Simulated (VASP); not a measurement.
# Zn2Si3N3 (P-4m2) in VASP: a series of runs

Runs on Zn2Si3N3. Level: PBE. Tasks: single point, relaxation of cell and atoms.

Everything below comes from runs of VASP 6.6.1. Logs are shortened: lines on timing, memory, paths and dates and some standing lists are left out, and cuts for length are marked.

### Step 1. The cell of the first run

It takes space group P-4m2 (No. 115, tetragonal). Conventional cell: a = 3.059 Å, b = 3.059 Å, c = 10.403 Å, α = 90.00°, β = 90.00°, γ = 90.00°. Zn (site symmetry 2mm) has 2 N at 2.11 Å and 2 Si at 2.37 Å within 2.8 Å. Si (site symmetry 2mm) has 4 N at 1.73 to 1.89 Å within 2.3 Å. Within 3.1 Å of Si (site symmetry -4m2) lie 4 Zn at 2.37 Å and 4 Si at 3.06 Å. Within 2.5 Å of N (site symmetry -4m2) lie 4 Si at 1.89 Å. Within 2.3 Å of N (site symmetry 2mm) lie 2 Si at 1.73 Å and 2 Zn at 2.11 Å.

### Step 2. Single point, PBE

INCAR

```
SYSTEM = Zn2Si3N3
  PREC = Accurate
  ENCUT = 520
  EDIFF = 1E-7
  ISMEAR = 0
  SIGMA = 0.2
  LREAL = .FALSE.
  LASPH = .TRUE.
  NELM = 80
  ALGO = Normal
  ISIF = 2
  LWAVE = .FALSE.
  LCHARG = .TRUE.
  GGA = PE
  LELF = .TRUE.
  LVHAR = .TRUE.
  NBANDS = 36
```

KPOINTS

```
regular mesh
0
G
  5 5 2
  0 0 0
```

POSCAR

```
Zn2Si3N3
1.0
    3.0590902408      0.0000000000      0.0000000000
    0.0000000000      3.0590902408      0.0000000000
    0.0000000000      0.0000000000     10.4030692858
Zn Si N
2 3 3
Direct
    0.5000000000      0.0000000000      0.6743104384
    0.0000000000      0.5000000000      0.3256895616
    0.0000000000      0.5000000000      0.8926001003
    0.5000000000      0.0000000000      0.1073998997
    0.0000000000      0.0000000000      0.5000000000
    0.0000000000      0.0000000000      0.0000000000
    0.5000000000      0.5000000000      0.1855560090
    0.5000000000      0.5000000000      0.8144439910
```

Potentials or basis: VASP PAW PBE potentials, release 64 (Zn, Si, N).

Run with:

```sh
cat potpaw_PBE.64/Zn/POTCAR potpaw_PBE.64/Si/POTCAR potpaw_PBE.64/N/POTCAR > POTCAR
mpirun -np 1 vasp_std > vasp.out
```

OUTCAR:

```text
SYSTEM = Zn2Si3N3
   PREC = Accurate
   ENCUT = 520
   EDIFF = 1E-7
   ISMEAR = 0
   LREAL = .FALSE.
   LASPH = .TRUE.
   NELM = 80
   ISIF = 2
   GGA = PE

 ion  position               nearest neighbor table
   1  0.500  0.000  0.674-   8 2.11   8 2.11   5 2.37   5 2.37
   2  0.000  0.500  0.326-   7 2.11   7 2.11   5 2.37   5 2.37
   3  0.000  0.500  0.893-   8 1.73   8 1.73   6 1.89   6 1.89   4 3.11   4 3.11   4 3.11   4 3.11

   4  0.500  0.000  0.107-   7 1.73   7 1.73   6 1.89   6 1.89   3 3.11   3 3.11   3 3.11   3 3.11

   5  0.000  0.000  0.500-   1 2.37   2 2.37   2 2.37   1 2.37
   6  0.000  0.000  0.000-   3 1.89   4 1.89   3 1.89   4 1.89
   7  0.500  0.500  0.186-   4 1.73   4 1.73   2 2.11   2 2.11
   8  0.500  0.500  0.814-   3 1.73   3 1.73   1 2.11   1 2.11

  LATTYP: Found a simple tetragonal cell.
 ALAT       =     3.0590902408
 C/A-ratio  =     3.4007068988

  Lattice vectors:

 A1 = (   3.0590902408,   0.0000000000,   0.0000000000)
 A2 = (   0.0000000000,   3.0590902408,   0.0000000000)
 A3 = (   0.0000000000,   0.0000000000,  10.4030692858)

Analysis of symmetry for initial positions (statically):
=====================================================================
 Subroutine PRICEL returns:
 Original cell was already a primitive cell.

 Routine SETGRP: Setting up the symmetry group for a
 simple tetragonal supercell.

 Subroutine GETGRP returns: Found  8 space group operations
 (whereof  8 operations were pure point group operations)
 out of a pool of 16 trial point group operations.

The static configuration has the point symmetry D_2d.

Analysis of symmetry for dynamics (positions and initial velocities):
=====================================================================
 Subroutine PRICEL returns:
 Original cell was already a primitive cell.

 Routine SETGRP: Setting up the symmetry group for a
 simple tetragonal supercell.

 Subroutine GETGRP returns: Found  8 space group operations
 (whereof  8 operations were pure point group operations)
 out of a pool of 16 trial point group operations.

The dynamic configuration has the point symmetry D_2d.

 Subroutine INISYM returns: Found  8 space group operations
 (whereof  8 operations are pure point group operations),
 and found     1 'primitive' translations

----------------------------------------------------------------------------------------

                                     Primitive cell

  volume of cell :      97.3523

[... 93 lines left out ...]
   ISIF   =      2    stress and relaxation
   ISYM   =      2    0-nonsym 1-usesym 2-fastsym
   POTIM  = 0.5000    time-step for ionic-motion
   TEBEG  =    0.0;   TEEND  =   0.0 temperature during run
   PSTRESS=    0.0 pullay stress
   NELECT =      51.0000    total number of electrons
   NUPDOWN=      -1.0000    fix difference up-down
   EMIN   =  10.00;   EMAX   =-10.00  energy-range for DOS
   EFERMI =   0.00;   METHOD = LEGACY
   ISMEAR =     0;   SIGMA  =   0.20  broadening in eV -4-tet -1-fermi 0-gaus
   EFERMI_NEDOS =   21; number of points for ismear=-14 and -15
   IALGO  =     38    algorithm
   IMIX   =      4    mixing-type and parameters
     AMIX     =   0.40;   BMIX     =  1.00
     AMIX_MAG =   1.60;   BMIX_MAG =  1.00
  volume/ion in A,a.u.               =      12.17        82.12
  Fermi-wavevector in a.u.,A,eV,Ry     =   1.319723  2.493915 23.696851  1.741669
  Thomas-Fermi vector in A             =   2.449601
   LORBIT       =      0    0 simple, 1 ext, 2 COOP (PROOUT), +10 PAW based schemes
   GGA     = PE    functional components
   LHFCALC =     F    Hartree Fock is set to
   AEXX    =    0.0000 exact exchange contribution
   IVDW    =     0    specifies the selected vdW correction
   LEPSILON=     F    determine dielectric tensor
   LRPA    =     F    only Hartree local field effects (RPA)
 non-spin polarized calculation
 Gauss-broadening in eV      SIGMA  =   0.20
  energy-cutoff  :      520.00
  volume of cell :       97.35
 maximum number of plane-waves:      2628
 NGX is ok and might be reduce to    24
   NGX = 11   NGY = 11   NGZ = 39

 number of electron      50.9999977 magnetization

 Free energy of the ion-electron system (eV)
  ---------------------------------------------------
  ext. energy  EPLUGINS =         0.00000000
  ---------------------------------------------------
  free energy    TOTEN  =       -45.60383702 eV

  energy without entropy =      -45.55230917  energy(sigma->0) =      -45.57807310

 E-fermi :   8.1624     XC(G=0): -11.1468

 val. band max:        8.1505028544   @ k =   0.2000   0.2000   0.5000
 cond. band min:       8.2458210731   @ k =   0.4000   0.4000   0.5000
 fundamental gap:      0.0953182187
 Fermi energy:         8.1623926519

 k-point     1 :       0.0000    0.0000    0.0000
  band No.  band energies     occupation
      1     -13.2192      2.00000
      2     -11.1512      2.00000
      3      -9.7415      2.00000
      4      -3.4107      2.00000
      5      -2.2620      2.00000
      6      -0.9356      2.00000
[... 457 lines left out ...]
     35      13.2348      0.00000
     36      13.6253      0.00000

------------------------ aborting loop because EDIFF is reached ----------------------------------------

  FORCE on cell =-STRESS in cart. coord.  units (eV):
  Direction    XX          YY          ZZ          XY          YZ          ZX
  --------------------------------------------------------------------------------------
  -------------------------------------------------------------------------------------
  Total        0.0244413      0.0244413      0.1277528      0.0000000      0.0000000      0.0000000
  in kB        0.4022429      0.4022429      2.1024952      0.0000000      0.0000000      0.0000000
  external PRESSURE =       0.9689937 kB  Pullay stress =       0.0000000 kB

 VOLUME and BASIS-vectors are now :
 -----------------------------------------------------------------------------
  energy-cutoff  :      520.00
  volume of cell :       97.35
      direct lattice vectors                 reciprocal lattice vectors
     3.059090241  0.000000000  0.000000000     0.326894574  0.000000000  0.000000000
     0.000000000  3.059090241  0.000000000     0.000000000  0.326894574  0.000000000
     0.000000000  0.000000000 10.403069286     0.000000000  0.000000000  0.096125477

 POSITION                                       TOTAL-FORCE (eV/Angst)
 -----------------------------------------------------------------------------------
      1.52955      0.00000      7.01490         0.000000      0.000000     -0.030585
      0.00000      1.52955      3.38817         0.000000      0.000000      0.030585
      0.00000      1.52955      9.28578         0.000000      0.000000      0.020010
      1.52955      0.00000      1.11729         0.000000      0.000000     -0.020010
      0.00000      0.00000      5.20153        -0.000000      0.000000      0.000000
      0.00000      0.00000      0.00000         0.000000      0.000000      0.000000
      1.52955      1.52955      1.93035         0.000000     -0.000000     -0.032539
      1.52955      1.52955      8.47272         0.000000     -0.000000      0.032539
 -----------------------------------------------------------------------------------
    total drift:                                0.000000      0.000000      0.000000

  FREE ENERGIE OF THE ION-ELECTRON SYSTEM (eV)
  ---------------------------------------------------
  free  energy   TOTEN  =       -45.6038370172 eV

  energy  without entropy=      -45.5523091737  energy(sigma->0) =      -45.57807310
```

OSZICAR:

```text
N       E                     dE             d eps       ncg     rms          rms(c)
DAV:   1     0.395353937921E+03    0.39535E+03   -0.22871E+04   864   0.164E+03
DAV:   2     0.328825479190E+01   -0.39207E+03   -0.36403E+03   900   0.387E+02
DAV:   3    -0.495122312914E+02   -0.52800E+02   -0.51612E+02   992   0.137E+02
DAV:   4    -0.517655322130E+02   -0.22533E+01   -0.22399E+01  1080   0.285E+01
DAV:   5    -0.518034540127E+02   -0.37922E-01   -0.37877E-01  1064   0.396E+00    0.175E+01
DAV:   6    -0.453243471473E+02    0.64791E+01   -0.17935E+01  1384   0.596E+01    0.927E+00
DAV:   7    -0.456786072189E+02   -0.35426E+00   -0.64737E+00  1020   0.167E+01    0.492E+00
DAV:   8    -0.456275101965E+02    0.51097E-01   -0.60712E-01  1072   0.421E+00    0.233E+00
DAV:   9    -0.456070619635E+02    0.20448E-01   -0.82073E-02  1048   0.240E+00    0.499E-01
DAV:  10    -0.456034217749E+02    0.36402E-02   -0.25305E-02  1332   0.164E+00    0.236E-01
DAV:  11    -0.456037143384E+02   -0.29256E-03   -0.45430E-03  1008   0.412E-01    0.144E-01
DAV:  12    -0.456038375612E+02   -0.12322E-03   -0.67344E-04  1060   0.145E-01    0.480E-02
DAV:  13    -0.456038362524E+02    0.13088E-05   -0.81014E-05  1196   0.764E-02    0.159E-02
DAV:  14    -0.456038379792E+02   -0.17268E-05   -0.34334E-05   996   0.366E-02    0.959E-03
DAV:  15    -0.456038368588E+02    0.11204E-05   -0.37781E-06  1280   0.156E-02    0.318E-03
DAV:  16    -0.456038370177E+02   -0.15890E-06   -0.16220E-06  1040   0.851E-03    0.105E-03
DAV:  17    -0.456038370172E+02    0.51750E-09   -0.15758E-07   676   0.246E-03
   1 F= -.45603837E+02 E0= -.45578073E+02  d E =-.515278E-01
```

Run time: 39 s. Hardware: 1 thread of AMD EPYC 7R13 (Zen 3), shared host; peak memory 0.18 GiB.

Results:

```yaml
Free_energy: -45.6038 eV
Pressure: 0.1 GPa
Largest_force: 0.033 eV/Å
Band_gap_on_the_k_mesh: zero (an odd number of electrons rules out a gap without spin polarisation)
```

Forces on the atoms (eV/Å):
```
Zn   0.000  0.000 -0.031
Zn   0.000  0.000  0.031
Si   0.000  0.000  0.020
Si   0.000  0.000 -0.020
Si   0.000  0.000  0.000
N    0.000  0.000  0.000
N    0.000  0.000 -0.033
N    0.000  0.000  0.033
```

Stress tensor (GPa, compression positive):
```
0.04 0.00 0.00
0.00 0.04 0.00
0.00 0.00 0.21
```

Caveat: the k points lie up to 0.41 Å⁻¹ apart, too coarse for converged energies and pressures of a metal.

### Step 3. Relaxation of cell and atoms, PBE

This run uses another cell than the first one, of 12.25 Å³/atom.

INCAR

```
PREC = Accurate
ENCUT = 600
EDIFF = 1E-6
ISMEAR = 0
SIGMA = 0.2
LREAL = False
LASPH = True
NELM = 60
ALGO = Normal
ISIF = 3
LWAVE = False
LCHARG = False
GGA = PE
IBRION = 2
NSW = 36
EDIFFG = -0.08
```

KPOINTS

```
regular mesh
0
Gamma
  5 5 2
```

POSCAR

```
Zn2Si3N3
1.0
    3.1000000000      0.0000000000      0.0000000000
    0.0000000000      3.1000000000      0.0000000000
    0.0000000000      0.0000000000     10.2000000000
Zn Si N
2 3 3
Direct
    0.5000000000      0.0000000000      0.6900000000
    0.0000000000      0.5000000000      0.3100000000
    0.0000000000      0.5000000000      0.9150000000
    0.5000000000      0.0000000000      0.0850000000
    0.0000000000      0.0000000000      0.5000000000
    0.0000000000      0.0000000000      0.0000000000
    0.5000000000      0.5000000000      0.1700000000
    0.5000000000      0.5000000000      0.8300000000
```

Potentials or basis: VASP PAW PBE potentials, release 64 (Zn, Si, N).

Run with:

```sh
cat potpaw_PBE.64/Zn/POTCAR potpaw_PBE.64/Si/POTCAR potpaw_PBE.64/N/POTCAR > POTCAR
mpirun -np 1 vasp_std > vasp.out
```

OUTCAR:

```text
PREC = Accurate
   ENCUT = 600
   EDIFF = 1E-6
   ISMEAR = 0
   LREAL = False
   LASPH = True
   NELM = 60
   ISIF = 3
   GGA = PE
   IBRION = 2
   NSW = 36
   EDIFFG = -0.08

 ion  position               nearest neighbor table
   1  0.500  0.000  0.690-   8 2.11   8 2.11   5 2.48   5 2.48
   2  0.000  0.500  0.310-   7 2.11   7 2.11   5 2.48   5 2.48
   3  0.000  0.500  0.915-   6 1.78   8 1.78   6 1.78   8 1.78   4 2.79   4 2.79   4 2.79   4 2.79

   4  0.500  0.000  0.085-   6 1.78   7 1.78   7 1.78   6 1.78   3 2.79   3 2.79   3 2.79   3 2.79

   5  0.000  0.000  0.500-   1 2.48   2 2.48   2 2.48   1 2.48
   6  0.000  0.000  0.000-   3 1.78   4 1.78   3 1.78   4 1.78
   7  0.500  0.500  0.170-   4 1.78   4 1.78   2 2.11   2 2.11
   8  0.500  0.500  0.830-   3 1.78   3 1.78   1 2.11   1 2.11
[... 193 lines left out ...]
  -------------------------------------------------------------------------------------
  Total        1.8572513      1.8572513      2.8254656      0.0000000      0.0000000      0.0000000
  in kB       30.3569194     30.3569194     46.1824586      0.0000000      0.0000000      0.0000000
  external PRESSURE =      35.6320991 kB  Pullay stress =       0.0000000 kB
[... 323 lines left out ...]
--------------------------------------- Ionic step        9  -------------------------------------------

 number of electron      50.9999999 magnetization

 Free energy of the ion-electron system (eV)
  ---------------------------------------------------
  ext. energy  EPLUGINS =         0.00000000
  ---------------------------------------------------
  free energy    TOTEN  =       -45.60771955 eV

  energy without entropy =      -45.55874649  energy(sigma->0) =      -45.58323302

 E-fermi :   8.1678     XC(G=0): -11.1514

 val. band max:        8.1519044558   @ k =   0.2000   0.2000   0.5000
 cond. band min:       8.2824330497   @ k =   0.4000   0.4000   0.5000
 fundamental gap:      0.1305285939
 Fermi energy:         8.1678321464

 k-point     1 :       0.0000    0.0000    0.0000
  band No.  band energies     occupation
      1     -13.2436      2.00000
      2     -11.1384      2.00000
      3      -9.7300      2.00000
      4      -3.3821      2.00000
      5      -2.2341      2.00000
      6      -0.9238      2.00000
[... 420 lines left out ...]
  FREE ENERGIE OF THE ION-ELECTRON SYSTEM (eV)
  ---------------------------------------------------
  free  energy   TOTEN  =       -45.6077195542 eV

  energy  without entropy=      -45.5587464877  energy(sigma->0) =      -45.58323302

 reached required accuracy - stopping structural energy minimisation
```

Wall time 3.9 min (1 thread of AMD EPYC 7R13 (Zen 3), shared host); peak memory 0.24 GiB.

What came out:

* Free energy: -45.6077 eV
* Relaxed volume: 12.15 Å³/atom
* Relaxed cell: a = 3.064 Å, b = 3.064 Å, c = 10.359 Å, α = 90.00°, β = 90.00°, γ = 90.00°
* Space group after relaxing (to 0.1 Å): P-4m2 (No. 115)
* Energy gained by relaxing: 105.1 meV/atom
* Ionic steps: 9
* Pressure after relaxing: 0.2 GPa
* Largest force after relaxing: 0.059 eV/Å
* Band gap on the k mesh: zero (an odd number of electrons rules out a gap without spin polarisation)

Forces on the atoms (eV/Å):
```
Zn   0.000  0.000 -0.059
Zn   0.000  0.000  0.059
Si   0.000  0.000 -0.052
Si   0.000  0.000  0.052
Si   0.000  0.000  0.000
N    0.000  0.000  0.000
N    0.000  0.000 -0.049
N    0.000  0.000  0.049
```

The path:
| step | energy change (eV) | largest force (eV/Å) | pressure (GPa) | volume (Å³) |
| --- | --- | --- | --- | --- |
| 1 | 0.0000 | 3.1937 | 3.56 | 98.02 |
| 2 | -0.5513 | 0.7682 | -3.20 | 101.94 |
| 3 | -0.5517 | 0.8056 | -3.34 | 102.05 |
| 4 | -0.6827 | 0.9339 | 0.47 | 98.79 |
| 5 | -0.7109 | 1.0312 | 3.48 | 96.58 |
| 6 | -0.7917 | 0.5760 | 2.60 | 96.51 |
| 7 | -0.8344 | 0.0869 | 1.47 | 96.41 |
| 8 | -0.8345 | 0.0809 | 1.44 | 96.41 |
| 9 | -0.8406 | 0.0588 | 0.20 | 97.24 |

Final structure:
```
CELL_PARAMETERS angstrom
3.06381 0.00000 0.00000
0.00000 3.06381 0.00000
0.00000 0.00000 10.35907
ATOMIC_POSITIONS crystal
Zn 0.50000 0.00000 0.67475
Zn 0.00000 0.50000 0.32525
Si 0.00000 0.50000 0.89296
Si 0.50000 0.00000 0.10704
Si 0.00000 0.00000 0.50000
N 0.00000 0.00000 0.00000
N 0.50000 0.50000 0.18528
N 0.50000 0.50000 0.81472
```

Caveat: the k points lie up to 0.41 Å⁻¹ apart in the final cell, too coarse for converged energies and pressures of a metal; the relaxation stopped at a loose force limit of 0.08 eV/Å, so its end isn't a converged minimum.

### Step 4. Single point, PBE

This run uses another cell than the first one, of 12.14 Å³/atom.

INCAR

```
ALGO = Normal
EDIFF = 1E-7
ENCUT = 520
GGA = PE
ISIF = 2
ISMEAR = 0
LASPH = True
LCHARG = False
LREAL = False
LWAVE = False
NBANDS = 36
NELM = 100
PREC = Accurate
SIGMA = 0.1
```

KPOINTS

```
k-points
0
Gamma
  10 10 4
```

POSCAR

```
Zn2Si3N3
1.0
    3.0233920708      0.0000000000      0.0000000000
    0.0000000000      3.0233920708      0.0000000000
    0.0000000000      0.0000000000     10.6278096638
Zn Si N
2 3 3
Direct
    0.5000000000      0.0000000000      0.6735492570
    0.0000000000      0.5000000000      0.3264507430
    0.0000000000      0.5000000000      0.8943935830
    0.5000000000      0.0000000000      0.1056064170
    0.0000000000      0.0000000000      0.5000000000
    0.0000000000      0.0000000000      0.0000000000
    0.5000000000      0.5000000000      0.1847897014
    0.5000000000      0.5000000000      0.8152102986
```

Run with:

```sh
cat potpaw_PBE.64/Zn/POTCAR potpaw_PBE.64/Si/POTCAR potpaw_PBE.64/N/POTCAR > POTCAR
mpirun -np 1 vasp_std > vasp.out
```

Run time: 2.9 min. Hardware: 1 thread of AMD EPYC 7R13 (Zen 3), shared host; peak memory 0.29 GiB.

Results (log left out):

```
Free energy            : -45.7625 eV
Pressure               : 0.1 GPa
Largest force          : 0.033 eV/Å
Band gap on the k mesh : zero (an odd number of electrons rules out a gap without spin polarisation)
```

Forces in eV/Å, atoms in the order of the input:
```
Zn   0.000  0.000 -0.022
Zn   0.000  0.000  0.022
Si   0.000  0.000  0.004
Si   0.000  0.000 -0.004
Si   0.000  0.000  0.000
N    0.000  0.000  0.000
N    0.000  0.000 -0.033
N    0.000  0.000  0.033
```

Stress tensor (GPa, compression positive):
```
0.03 0.00 0.00
0.00 0.03 0.00
0.00 0.00 0.13
```

Levels at points of the mesh, in eV from the Fermi level:
| k point | band 23 | band 24 | band 25 | band 26 | band 27 | band 28 |
| --- | --- | --- | --- | --- | --- | --- |
| (0.00, 0.00, 0.00) | -3.97 | -3.97 | -1.14 | -0.89 | 0.91 | 1.69 |
| (0.50, 0.00, 0.00) | -4.57 | -3.59 | -3.49 | -0.28 | 0.54 | 1.88 |
| (0.50, 0.50, 0.00) | -5.27 | -3.39 | -3.39 | -2.27 | -1.01 | -0.32 |
| (0.00, 0.00, 0.50) | -3.97 | -3.97 | -0.93 | 0.03 | 0.23 | 1.65 |
| (0.50, 0.00, 0.50) | -4.89 | -3.72 | -3.59 | -0.09 | 1.18 | 1.57 |
| (0.50, 0.50, 0.50) | -5.19 | -3.40 | -3.40 | -2.74 | 0.08 | 0.26 |

(Part 1 of 2 ends here.)
